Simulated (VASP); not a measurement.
A run of VASP 6.6.1 is set up as follows.

File INCAR:

```
ALGO = Normal ; EDIFF = 1E-6
ENCUT = 500 ; GGA = CA
GGA_COMPAT = False ; ISIF = 2
ISMEAR = -1 ; LASPH = True
LCHARG = False ; LREAL = False
LWAVE = False ; NBANDS = 12
NELM = 120 ; PREC = Accurate
SIGMA = 0.1
```

File KPOINTS:

```
k-points
0
Gamma
  23 23 23
```

File POSCAR:

```
Cr
1.0
   -1.3942485114      1.3942485114      1.3942485114
    1.3942485114     -1.3942485114      1.3942485114
    1.3942485114      1.3942485114     -1.3942485114
Cr
1
Direct
    0.0000000000      0.0000000000      0.0000000000
```

Potentials or basis: VASP PAW LDA potentials, release 64 (Cr_pv).

The run is started by

```sh
$ cat potpaw_LDA.64/Cr_pv/POTCAR > POTCAR
$ mpirun -np 1 vasp_std > vasp.out
```

Question: Estimate the band gap on the k mesh.

Answer: Zero (bands 6 and 7 overlap by 3.64 eV).

Question: What does it give for the pressure?

Answer: 0.0 GPa.

Caveat: the run has no spin polarisation, though such a crystal can be magnetic. Spin polarisation is off, so any magnetic state and its effect on volume and gap are missing.
